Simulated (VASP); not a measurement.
Here is a VASP 6.6.1 calculation.

INCAR

```
ALGO = Normal ; EDIFF = 1E-6
EDIFFG = -0.04 ; ENCUT = 600
GGA = PE ; IBRION = 2
ISIF = 3 ; ISMEAR = 0
LASPH = True ; LCHARG = False
LREAL = False ; LWAVE = False
NELM = 60 ; NSW = 90
PREC = Accurate ; SIGMA = 0.1
```

KPOINTS

```
k-points
0
Gamma
  6 6 6
```

The input POSCAR:

```
Ge
1.0
    0.0000000000      3.6457968800      5.6916285000
    1.8240210400      0.0000000000      5.6916285000
    1.8240210400      3.6457968800      0.0000000000
Ge
4
Direct
    0.5632310500      0.5632310500      0.9367689500
    0.3132310500      0.3132310500      0.6867689500
    0.6867689500      0.6867689500      0.3132310500
    0.9367689500      0.9367689500      0.5632310500
```

Potentials or basis: VASP PAW PBE potentials, release 64 (Ge_d).

The run is started by

```sh
$ cat potpaw_PBE.64/Ge_d/POTCAR > POTCAR
$ mpirun -np 1 vasp_std > vasp.out
```

What does it give for the space group after relaxing (to 0.1 Å)?

Fddd (No. 70).

Predict the band gap on the k mesh.

zero (bands 28 and 29 overlap by 0.17 eV).

Predict the relaxed cell.

a = 7.089 Å, b = 6.296 Å, c = 4.272 Å, α = 81.84°, β = 61.53°, γ = 36.62°.

Predict the relaxed volume.

22.21 Å³/atom.

Step by step:
| step | energy change (eV) | largest force (eV/Å) | pressure (GPa) | volume (Å³) |
| --- | --- | --- | --- | --- |
| 1 | 0.0000 | 1.2260 | 15.28 | 75.70 |
| 2 | -0.4078 | 0.5464 | -4.46 | 97.09 |
| 3 | -0.6235 | 0.1622 | 0.63 | 87.54 |
| 4 | -0.6233 | 0.1474 | 0.85 | 87.29 |
| 5 | -0.6349 | 0.0002 | 0.19 | 88.55 |
| 6 | -0.6352 | 0.0376 | -0.06 | 88.88 |
| 7 | -0.6352 | 0.0268 | 0.09 | 88.80 |
| 8 | -0.6352 | 0.0330 | -0.05 | 88.83 |
| 9 | -0.6359 | 0.0236 | 0.02 | 88.85 |

Caveat: the volume moved by over 15 % at a fixed basis, so the end points are rough; semilocal functionals underestimate gaps, so a narrow gap can read as zero.
